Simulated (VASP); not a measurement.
# Ni (Fm-3m) in VASP: a series of runs

Runs on Ni. Level: LDA. Tasks: single point.

All numbers are computed with VASP 6.6.1; they aren't measurements. Logs are shortened: lines on timing, memory, paths and dates and some standing lists are left out, and cuts for length are marked.

### 1 The cell of the first run

It takes space group Fm-3m (No. 225, cubic). Conventional cell: a = 3.537 Å, b = 3.537 Å, c = 3.537 Å, α = 90.00°, β = 90.00°, γ = 90.00°. Within 3.3 Å of Ni (site symmetry m-3m) lie 12 Ni at 2.50 Å.

### 2 Single point, LDA, collinear spin, zero start

INCAR

```
PREC     = Accurate       # precision mode
ENCUT    = 520            # plane-wave cutoff, eV
EDIFF    = 1E-6           # SCF threshold, eV
ISMEAR   = 0              # smearing method
SIGMA    = 0.1            # smearing width, eV
LREAL    = F              # projectors in reciprocal space
LASPH    = T              # aspherical terms in the spheres
NELM     = 150            # most SCF steps
ALGO     = Normal         # electronic algorithm
ISIF     = 2              # what is computed and relaxed
LWAVE    = F              # write WAVECAR
LCHARG   = F              # write CHGCAR
ISPIN    = 2              # spin polarisation
MAGMOM   = 0              # initial moments
LORBIT   = 11             # projections on sites
NUPDOWN  = 0.0            # fixed moment
LMAXMIX  = 4              # l up to which the mixer works
GGA      = CA             # functional
NBANDS   = 15             # bands
```

KPOINTS

```
Automatic mesh
0
Gamma
  12 12 12
```

POSCAR

```
Ni
1.0
    0.0000000000      1.7683500000      1.7683500000
    1.7683500000      0.0000000000      1.7683500000
    1.7683500000      1.7683500000      0.0000000000
Ni
1
Direct
    0.0000000000      0.0000000000      0.0000000000
```

Potentials or basis: VASP PAW LDA potentials, release 64 (Ni).

The run is started by

```
$ cat potpaw_LDA.64/Ni/POTCAR > POTCAR
$ mpirun -np 1 vasp_std > vasp.out
```

OUTCAR:

```text
PREC = Accurate
   ENCUT = 520
   EDIFF = 1E-6
   ISMEAR = 0
   LREAL = F
   LASPH = T
   NELM = 150
   ISIF = 2
   ISPIN = 2
   LORBIT = 11
   NUPDOWN = 0.0
   GGA = CA

 ion  position               nearest neighbor table
   1  0.000  0.000  0.000-

  LATTYP: Found a face centered cubic cell.
 ALAT       =     3.5367000000

  Lattice vectors:

 A1 = (   0.0000000000,   1.7683500000,   1.7683500000)
 A2 = (   1.7683500000,   0.0000000000,   1.7683500000)
 A3 = (   1.7683500000,   1.7683500000,   0.0000000000)

Analysis of symmetry for initial positions (statically):
=====================================================================
 Subroutine PRICEL returns:
 Original cell was already a primitive cell.

 Routine SETGRP: Setting up the symmetry group for a
 face centered cubic supercell.

 Subroutine GETGRP returns: Found 48 space group operations
[... 9 lines left out ...]

 Routine SETGRP: Setting up the symmetry group for a
 face centered cubic supercell.

 Subroutine GETGRP returns: Found 48 space group operations
 (whereof 48 operations were pure point group operations)
 out of a pool of 48 trial point group operations.

The dynamic configuration has the point symmetry O_h .

Analysis of structural, dynamic, and magnetic symmetry:
=====================================================================
 Subroutine PRICEL returns:
 Original cell was already a primitive cell.

 Routine SETGRP: Setting up the symmetry group for a
 face centered cubic supercell.

 Subroutine GETGRP returns: Found 48 space group operations
 (whereof 48 operations were pure point group operations)
 out of a pool of 48 trial point group operations.

The overall configuration has the point symmetry O_h .

 Subroutine INISYM returns: Found 48 space group operations
[... 5 lines left out ...]
                                     Primitive cell

  volume of cell :      11.0595

  direct lattice vectors                    reciprocal lattice vectors
     0.000000000  1.768350000  1.768350000    -0.282749456  0.282749456  0.282749456
     1.768350000  0.000000000  1.768350000     0.282749456 -0.282749456  0.282749456
     1.768350000  1.768350000  0.000000000     0.282749456  0.282749456 -0.282749456

  length of vectors
     2.500824553  2.500824553  2.500824553     0.489736423  0.489736423  0.489736423

  position of ions in fractional coordinates (direct lattice)
     0.000000000  0.000000000  0.000000000

  ion indices of the primitive-cell ions
   primitive index   ion index
                 1           1

----------------------------------------------------------------------------------------

 KPOINTS: Automatic mesh

Automatic generation of k-mesh.
 Grid dimensions read from file:
 generate k-points for:   12   12   12

 Generating k-lattice:

  Cartesian coordinates                     Fractional coordinates (reciprocal lattice)
    -0.023562455  0.023562455  0.023562455     0.083333333  0.000000000  0.000000000
     0.023562455 -0.023562455  0.023562455     0.000000000  0.083333333  0.000000000
     0.023562455  0.023562455 -0.023562455     0.000000000  0.000000000  0.083333333

  Length of vectors
     0.040811369  0.040811369  0.040811369

  Shift w.r.t. Gamma in fractional coordinates (k-lattice)
     0.000000000  0.000000000  0.000000000

 Subroutine IBZKPT returns following result:
 ===========================================

 Found     72 irreducible k-points:

 Following reciprocal coordinates:
            Coordinates               Weight
  0.000000  0.000000  0.000000      1.000000
  0.083333  0.000000  0.000000      8.000000
  0.166667  0.000000  0.000000      8.000000
  0.250000  0.000000  0.000000      8.000000
  0.333333  0.000000  0.000000      8.000000
  0.416667  0.000000  0.000000      8.000000
[... 16 lines left out ...]
  0.500000  0.166667  0.000000     24.000000
 -0.416667  0.166667  0.000000     24.000000
 [... further k-points ...]
   k-points           NKPTS =     72   k-points in BZ     NKDIM =     72   number of bands    NBANDS=     15
   number of dos      NEDOS =    301   number of ions     NIONS =      1
   total plane-waves  NPLWV =   8000
   dimension x,y,z NGX =    20 NGY =   20 NGZ =   20
   dimension x,y,z NGXF=    40 NGYF=   40 NGZF=   40
   ions per type =               1
   NGX,Y,Z   is equivalent  to a cutoff of  13.30, 13.30, 13.30 a.u.
   NGXF,Y,Z  is equivalent  to a cutoff of  26.59, 26.59, 26.59 a.u.
 SYSTEM =  unknown system
   PREC   = accura    normal or accurate (medium, high low for compatibility)
   ISTART =      0    job   : 0-new  1-cont  2-samecut
   ICHARG =      2    charge: 1-file 2-atom 10-const
   ISPIN  =      2    spin polarized calculation?
   LNONCOLLINEAR =      F non collinear calculations
   LSORBIT =      F    spin-orbit coupling
   LASPH  =      T    aspherical Exc in radial PAW
   ENCUT  =  520.0 eV  38.22 Ry    6.18 a.u.   4.65  4.65  4.65*2*pi/ulx,y,z
   NELM   =    150;   NELMIN=  2; NELMDL= -5     # of ELM steps
   EDIFF  = 0.1E-05   stopping-criterion for ELM
   LREAL  =      F    real-space projection
   EDIFFG = 0.1E-04   stopping-criterion for IOM
   NSW    =      0    number of steps for IOM
   IBRION =     -1    ionic relax: 0-MD 1-quasi-New 2-CG
   NFREE  =      0    steps in history (QN), initial steepest desc. (CG)
   ISIF   =      2    stress and relaxation
   ISYM   =      2    0-nonsym 1-usesym 2-fastsym
   POTIM  = 0.5000    time-step for ionic-motion
   TEBEG  =    0.0;   TEEND  =   0.0 temperature during run
   PSTRESS=    0.0 pullay stress
   NELECT =      10.0000    total number of electrons
   NUPDOWN=       0.0000    fix difference up-down
   EMIN   =  10.00;   EMAX   =-10.00  energy-range for DOS
   EFERMI =   0.00;   METHOD = LEGACY
   ISMEAR =     0;   SIGMA  =   0.10  broadening in eV -4-tet -1-fermi 0-gaus
   EFERMI_NEDOS =   21; number of points for ismear=-14 and -15
   IALGO  =     38    algorithm
   IMIX   =      4    mixing-type and parameters
     AMIX     =   0.40;   BMIX     =  1.00
     AMIX_MAG =   1.60;   BMIX_MAG =  1.00
  volume/ion in A,a.u.               =      11.06        74.63
  Fermi-wavevector in a.u.,A,eV,Ry     =   1.583057  2.991544 34.097153  2.506070
  Thomas-Fermi vector in A             =   2.682886
   LORBIT       =     11    0 simple, 1 ext, 2 COOP (PROOUT), +10 PAW based schemes
   GGA     = CA    functional components
   LHFCALC =     F    Hartree Fock is set to
   AEXX    =    0.0000 exact exchange contribution
   IVDW    =     0    specifies the selected vdW correction
   LEPSILON=     F    determine dielectric tensor
   LRPA    =     F    only Hartree local field effects (RPA)
 spin polarized calculation
 Gauss-broadening in eV      SIGMA  =   0.10
  energy-cutoff  :      520.00
  volume of cell :       11.06
 maximum number of plane-waves:       310
   NGX =  9   NGY =  9   NGZ =  9

 number of electron      10.0000010 magnetization       0.0000000

 number of electron      10.0000010 magnetization      -0.0000000

 Free energy of the ion-electron system (eV)
  ---------------------------------------------------
  ext. energy  EPLUGINS =         0.00000000
  ---------------------------------------------------
  free energy    TOTEN  =        -6.48043870 eV

  energy without entropy =       -6.46127250  energy(sigma->0) =       -6.47085560

 E-fermi :   8.6249     XC(G=0): -13.5144

 val. band max:        8.6243789277   @ k =   0.5000   0.0000   0.0000
 cond. band min:       8.6278103837   @ k =   0.5000   0.5000   0.0000
 fundamental gap:      0.0034314560
 Fermi energy:         8.6248794480

 spin component 1

 k-point     1 :       0.0000    0.0000    0.0000
  band No.  band energies     occupation
      1      -0.0570      1.00000
      2       6.8081      1.00000
      3       6.8081      1.00000
      4       6.8081      1.00000
      5       7.9149      1.00000
      6       7.9149      1.00000
      7      32.4283      0.00000
      8      36.0864      0.00000
      9      36.0864      0.00000
     10      36.0864      0.00000
     11      39.0559      0.00000
     12      39.0559      0.00000
     13      39.0559      0.00000
     14      42.1859      0.00000
     15      48.0779      0.00000

 k-point     2 :       0.0833    0.0000    0.0000
  band No.  band energies     occupation
      1       0.2107      1.00000
      2       6.7375      1.00000
      3       6.8670      1.00000
      4       6.8670      1.00000
      5       7.8909      1.00000
      6       7.8909      1.00000
      7      31.3016      0.00000
      8      33.8650      0.00000
      9      35.5225      0.00000
     10      35.5225      0.00000
     11      39.9178      0.00000
     12      39.9178      0.00000
     13      40.2934      0.00000
     14      44.3504      0.00000
     15      45.9801      0.00000
[... 365 lines left out ...]
      3       6.8424      1.00000
      4       7.1953      1.00000
      5       8.6492      0.36565
      6      10.6756      0.00000
      7      15.6904      0.00000
      8      26.4336      0.00000
      9      28.9665      0.00000
     10      31.0777      0.00000
     11      41.2692      0.00000
     12      41.4148      0.00000
     13      45.5031      0.00000
     14      48.0620      0.00000
     15      55.4232      0.00000

 k-point    24 :      -0.4167    0.1667    0.0000
  band No.  band energies     occupation
      1       4.8562      1.00000
      2       6.3347      1.00000
      3       6.9235      1.00000
      4       7.1520      1.00000
      5       8.4923      0.96957
      6      11.1730      0.00000
      7      15.0484      0.00000
      8      25.4428      0.00000
      9      30.0732      0.00000
     10      31.3681      0.00000
     11      40.3853      0.00000
     12      40.9338      0.00000
     13      47.7500      0.00000
     14      50.4356      0.00000
     15      51.5626      0.00000

 [... further k-points ...]

 spin component 2

 k-point     1 :       0.0000    0.0000    0.0000
  band No.  band energies     occupation
      1      -0.0570      1.00000
      2       6.8081      1.00000
      3       6.8081      1.00000
      4       6.8081      1.00000
      5       7.9149      1.00000
      6       7.9149      1.00000
      7      32.4283      0.00000
      8      36.0863      0.00000
      9      36.0863      0.00000
     10      36.0863      0.00000
     11      39.0559      0.00000
     12      39.0559      0.00000
     13      39.0559      0.00000
     14      42.1859      0.00000
     15      48.0779      0.00000

 k-point     2 :       0.0833    0.0000    0.0000
  band No.  band energies     occupation
      1       0.2107      1.00000
      2       6.7375      1.00000
      3       6.8670      1.00000
      4       6.8670      1.00000
      5       7.8909      1.00000
      6       7.8909      1.00000
      7      31.3016      0.00000
      8      33.8650      0.00000
      9      35.5225      0.00000
     10      35.5225      0.00000
     11      39.9178      0.00000
     12      39.9178      0.00000
     13      40.2934      0.00000
     14      44.3504      0.00000
     15      45.9801      0.00000
[... 365 lines left out ...]
      3       6.8424      1.00000
      4       7.1953      1.00000
      5       8.6492      0.36565
      6      10.6756      0.00000
      7      15.6904      0.00000
      8      26.4336      0.00000
      9      28.9665      0.00000
     10      31.0777      0.00000
     11      41.2692      0.00000
     12      41.4148      0.00000
     13      45.5031      0.00000
     14      48.0620      0.00000
     15      55.4232      0.00000

 k-point    24 :      -0.4167    0.1667    0.0000
  band No.  band energies     occupation
      1       4.8562      1.00000
      2       6.3347      1.00000
      3       6.9235      1.00000
      4       7.1520      1.00000
      5       8.4923      0.96957
      6      11.1730      0.00000
      7      15.0484      0.00000
      8      25.4428      0.00000
      9      30.0733      0.00000
     10      31.3681      0.00000
     11      40.3853      0.00000
     12      40.9338      0.00000
     13      47.7500      0.00000
     14      50.4356      0.00000
     15      51.5626      0.00000

 [... further k-points ...]
[... 5 lines left out ...]
  --------------------------------------------------------------------------------------
  -------------------------------------------------------------------------------------
  Total       -1.4108414     -1.4108414     -1.4108414      0.0000000      0.0000000     -0.0000000
  in kB     -204.3873938   -204.3873938   -204.3873938      0.0000000      0.0000000     -0.0000000
  external PRESSURE =    -204.3873938 kB  Pullay stress =       0.0000000 kB

 VOLUME and BASIS-vectors are now :
 -----------------------------------------------------------------------------
  energy-cutoff  :      520.00
  volume of cell :       11.06
      direct lattice vectors                 reciprocal lattice vectors
     0.000000000  1.768350000  1.768350000    -0.282749456  0.282749456  0.282749456
     1.768350000  0.000000000  1.768350000     0.282749456 -0.282749456  0.282749456
     1.768350000  1.768350000  0.000000000     0.282749456  0.282749456 -0.282749456

 POSITION                                       TOTAL-FORCE (eV/Angst)
 -----------------------------------------------------------------------------------
      0.00000      0.00000      0.00000         0.000000     -0.000000     -0.000000
 -----------------------------------------------------------------------------------
    total drift:                               -0.000000     -0.000000     -0.000000

  FREE ENERGIE OF THE ION-ELECTRON SYSTEM (eV)
  ---------------------------------------------------
  free  energy   TOTEN  =        -6.4804386962 eV

  energy  without entropy=       -6.4612724955  energy(sigma->0) =       -6.47085560

 total charge

# of ion       s       p       d       tot
------------------------------------------
    1        0.489   0.477   8.327   9.294

 magnetization (x)

# of ion       s       p       d       tot
------------------------------------------
    1       -0.000  -0.000  -0.000  -0.000
```

Wall time 18 s (1 thread of AMD EPYC 9R45 (Zen 5), shared host); peak memory 0.1 GiB.

Results:

| Quantity | Value |
| --- | --- |
| Free energy | -6.4804 eV |
| Pressure | -20.4 GPa |
| Net moment | 0.00 μB per cell |
| Valence electrons inside the program's atomic spheres | Ni 9.29 |

Caveat: the total moment is fixed, so each spin has its own Fermi level.

[end of part 1 of 2]
